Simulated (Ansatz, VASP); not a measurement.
**W in VASP and in Ansatz**

Contents of INCAR:

```
SYSTEM = W
PREC     = Accurate       ! precision mode
ENCUT    = 520            ! plane-wave cutoff, eV
EDIFF    = 1E-6           ! SCF threshold, eV
ISMEAR   = 0              ! smearing method
SIGMA    = 0.15           ! smearing width, eV
LREAL    = .FALSE.        ! projectors in reciprocal space
LASPH    = .TRUE.         ! aspherical terms in the spheres
NELM     = 80             ! most SCF steps
ALGO     = Fast           ! electronic algorithm
ISIF     = 2              ! what is computed and relaxed
LWAVE    = .FALSE.        ! write WAVECAR
LCHARG   = .FALSE.        ! write CHGCAR
GGA      = CA             ! functional
NBANDS   = 13             ! bands
```

File KPOINTS:

```
regular mesh
0
G
  22 22 22
  0 0 0
```

Contents of POSCAR:

```
W
1.0
   -1.7990838081      1.5955206916      1.5955206916
    1.5955206916     -1.7990838081      1.5955206916
    1.5955206916      1.5955206916     -1.7990838081
W
1
Direct
    0.0000000000      0.0000000000      0.0000000000
```

Input for Ansatz:

```yaml
crystal:
  lattice:
    - [-1.7990838081, 1.5955206916, 1.5955206916]
    - [1.5955206916, -1.7990838081, 1.5955206916]
    - [1.5955206916, 1.5955206916, -1.7990838081]
  atoms:
    - { symbol: W, position: [0.0, 0.0, 0.0] }
basis:
  ecutwfc: 420
kpoints:
  mp_grid: { grid: [22, 22, 22] }
hamiltonian:
  xc: lda
  pseudopotentials: { kind: paw, azcp: { folder: soft_1 } }
scf:
  occupations: { method: gaussian, width: 0.15 }
output:
  forces: true
  stress: true
  eigenvalues: true
```

Alike in both runs: task single point; functional LDA; k mesh 22 × 22 × 22; occupations gaussian, width 0.15 eV; no spin polarisation.

```csv
,VASP,Ansatz
version,VASP 6.6.1,Ansatz 0.2.0
potentials or method,"VASP PAW LDA potentials, release 64 (W_sv), cutoff 520 eV","scalar-relativistic, plane waves, PAW"
valence electrons in the cell,14,14
```

Ansatz gave:

* gap on the k mesh at the Fermi level (eV): none
* pressure (GPa): -1.0
* traceless stress, the component that is largest in VASP (GPa): 27.85

Question: Which values does VASP return?

Answer: gap on the k mesh at the Fermi level (eV): none; pressure (GPa): 1.2; traceless stress, the component that is largest in VASP (GPa): 28.69.

Ansatz warns that its potentials were made for another functional, while VASP's fit it. LDA's correlation is that of Perdew and Zunger in VASP and of Perdew and Wang (1992) in Ansatz. A gap of «none» marks a metal or a gap that the smearing closes.

Neither program's run includes spin-orbit coupling.
